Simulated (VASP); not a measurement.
Write the native input for VASP 6.6.1 that does the following.

```yaml
Task: single point
Functional: HSE06
Potentials_or_basis: VASP PAW PBE potentials, release 64 (W_sv, C)
Cutoff: 520 eV
k_mesh: 4 × 4 × 3
Occupations: fermi-dirac, width 0.05 eV
Spin: non-collinear spin, zero start, spin-orbit coupling
Starting_moments: "[[0.0, 0.0, 0.0], [0.0, 0.0, 0.0]] μB"
Dipole_correction: no
Grid_for_exact_exchange_PRECFOCK: Normal
Further_INCAR_settings: ALGO = Normal; EDIFF = 1e-06; NBANDS = 30
Share_of_exact_exchange: 0.25
Screening_parameter: 0.2079 1/Å
```

Crystal: WC.

```
W C
1.0
     1.64035   -2.11804    0.00000
     1.64035    2.11804    0.00000
     0.00000    0.00000    4.30942
W C
1 1
Cartesian
  1.6403 0.0000 2.1547
  0.0000 0.0000 0.0000
```

These files were run (other wordings do the same):

POSCAR

```
WC
1.0
    1.6403461100     -2.1180379000      0.0000000000
    1.6403461100      2.1180379000      0.0000000000
    0.0000000000      0.0000000000      4.3094211000
W C
1 1
Direct
    0.5000000000      0.5000000000      0.5000000000
    0.0000000000      0.0000000000      0.0000000000
```

INCAR.step1

```
SYSTEM = WC
PREC = Accurate
ENCUT = 520
EDIFF = 1E-5
ISMEAR = -1
SIGMA = 0.05
LREAL = .False.
LASPH = .True.
NELM = 150
ALGO = Normal
ISIF = 2
LWAVE = .True.
LCHARG = .False.
LNONCOLLINEAR = .True.
MAGMOM = 0 0 0 0 0 0
LORBIT = 11
LSORBIT = .True.
GGA_COMPAT = .False.
LORBMOM = .True.
LMAXMIX = 4
GGA = PE
NBANDS = 30
```

INCAR.step2

```
SYSTEM = WC
PREC = Accurate
ENCUT = 520
EDIFF = 1E-6
ISMEAR = -1
SIGMA = 0.05
LREAL = .False.
LASPH = .True.
NELM = 150
ALGO = Normal
ISIF = 2
LWAVE = .False.
LCHARG = .False.
LNONCOLLINEAR = .True.
MAGMOM = 0 0 0 0 0 0
LORBIT = 11
LSORBIT = .True.
GGA_COMPAT = .False.
LORBMOM = .True.
LMAXMIX = 4
GGA = PE
LHFCALC = .True.
HFSCREEN = 0.2079
PRECFOCK = Normal
ISTART = 1
NBANDS = 30
```

KPOINTS

```
regular mesh
0
Gamma
  4 4 3
  0 0 0
```

Potentials or basis: VASP PAW PBE potentials, release 64 (W_sv, C).

The run is started by

```bash
$ cat potpaw_PBE.64/W_sv/POTCAR potpaw_PBE.64/C/POTCAR > POTCAR
$ cp INCAR.step1 INCAR
$ mpirun -np 1 vasp_ncl > vasp.out
$ cp INCAR.step2 INCAR
$ mpirun -np 1 vasp_ncl > vasp.out
```

Results of the run:

| Property | Result |
| --- | --- |
| Pressure | -34.6 GPa |
| Net moment | 0.00 μB per cell |
| Valence electrons inside the program's atomic spheres | W 11.78; C 2.01 |

Caveat: the k points lie up to 0.61 Å⁻¹ apart; the PAW data sets were made with another functional, which shifts forces and pressure a little.

Wall time 29 min on 1 thread of Intel(R) Xeon(R) Platinum 8259CL CPU @ 2.50GHz (Skylake/Cascade Lake) (shared host), peak memory 0.33 GiB.
